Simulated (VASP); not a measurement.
PbS, 4 atoms in the cell. It takes space group Cmcm (No. 63, orthorhombic). The conventional cell has a = 4.193 Å, b = 12.226 Å, c = 4.297 Å, α = 90.00°, β = 90.00°, γ = 90.00°. Pb (site symmetry m2m) has 5 S at 2.71 to 3.01 Å within 3.6 Å. Within 3.6 Å of S (site symmetry m2m) lie 5 Pb at 2.71 to 3.01 Å. 

* Program: VASP 6.6.1
* Task: single point
* Functional: PBE
* Potentials or basis: VASP PAW PBE potentials, release 64 (Pb_d, S)
* Cutoff: 520 eV
* k mesh: 7 × 7 × 6
* Occupations: fermi-dirac, width 0.05 eV
* Spin: no spin polarisation
* Dipole correction: no
* Further INCAR settings: ALGO = Normal; EDIFF = 1e-07; NBANDS = 28

Potentials or basis: VASP PAW PBE potentials, release 64 (Pb_d, S).

Run with:

```sh
$ cat potpaw_PBE.64/Pb_d/POTCAR potpaw_PBE.64/S/POTCAR > POTCAR
$ mpirun -np 1 vasp_std > vasp.out
```

Hardware: 1 thread of Intel Xeon 6975P-C, with other jobs on the host.

Problem. Estimate the wall time of this run.

Solution. Wall time 4.1 min on 1 thread of Intel Xeon 6975P-C, with other jobs on the host, peak memory 0.35 GiB. Counts: scf iterations 17, k points 64.
